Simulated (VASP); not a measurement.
Runs of VASP 6.6.1 on CuI. The structure is that of space group P4/nmm (No. 129), or close to it. The cells are those of the table. 

```tsv
level	potentials or basis	cell	gap on the mesh (eV)	pressure (GPa)	largest force (eV/Å)
LDA	VASP PAW LDA potentials, release 64 (I, Cu)	a = 4.090, b = 4.090, c = 6.551 Å, 4 atoms	1.45	(a)	0.47
PBE	VASP PAW PBE potentials, release 64 (I, Cu)	a = 4.117, b = 4.117, c = 6.595 Å, 4 atoms	1.59	0.5	0.01
PBEsol	VASP PAW PBE potentials, release 64 (I, Cu)	a = 3.693, b = 3.693, c = 5.438 Å, 4 atoms	1.18	(c)	0.02
PBEsol	VASP PAW PBE potentials, release 64 (I, Cu)	a = 4.004, b = 4.004, c = 6.485 Å, 4 atoms	1.53	0.1	0.02
PBE	VASP PAW PBE potentials, release 64 (I, Cu)	a = 4.170, b = 4.170, c = 6.680 Å, 4 atoms	1.52	(b)	0.31
```

Alike in all rows: task single point; no spin polarisation; k mesh 7 × 7 × 4; cutoff (eV) 520; smearing fermi-dirac 0.05 eV.

Q: Estimate the missing entries.

A: (a) -3.5; (b) -1.0; (c) 20.2.

Caveats: spin-orbit coupling is left out, which moves the levels of the heavy elements; this functional lacks dispersion, which binds the layers, so the pressure and a relaxed spacing across them are unreliable (some runs); the PAW data sets were made with another functional, which shifts forces and pressure a little (some runs).

A k mesh can miss the band edges, and the runs leave out spin-orbit coupling on I.
